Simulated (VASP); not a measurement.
Runs of VASP 6.6.1 on BAs. The structure is that of space group Fm-3m (No. 225), or close to it. The cells are those of the table. 

| task | cell | k mesh | cutoff (eV) | gap on the mesh (eV) | pressure (GPa) |
| --- | --- | --- | --- | --- | --- |
| single point | a = 3.265 Å, angles 60.0°, 2 atoms | 6 × 6 × 6 | 520 | none | 0.1 |
| single point | a = 3.320 Å, angles 60.0°, 2 atoms | 6 × 6 × 6 | 520 | none | (a) |
| relaxation of cell and atoms | relaxed from a = 3.320 Å, angles 60.0°, 2 atoms | 6 × 6 × 6 | 600 | none | 0.0 |
| relaxation of cell and atoms | relaxed from a = 3.265 Å, angles 60.0°, 2 atoms | 20 × 20 × 20 | 600 | none | 0.0 |
| single point | a = 3.263 Å, angles 60.0°, 2 atoms | 20 × 20 × 20 | 520 | none | 0.3 |

Alike in all rows: level PBE; potentials or basis VASP PAW PBE potentials, release 64 (B, As); no spin polarisation; smearing gaussian 0.1 eV.

Q: Fill in the values left out.

A: (a) -5.8.

Caveats: some runs use coarse meshes; the relaxation stopped at its first step, so nothing moved (some runs).

A k mesh can miss the band edges, and the runs leave out spin-orbit coupling on As.

A gap of «none» marks levels without a gap at the run's occupations.
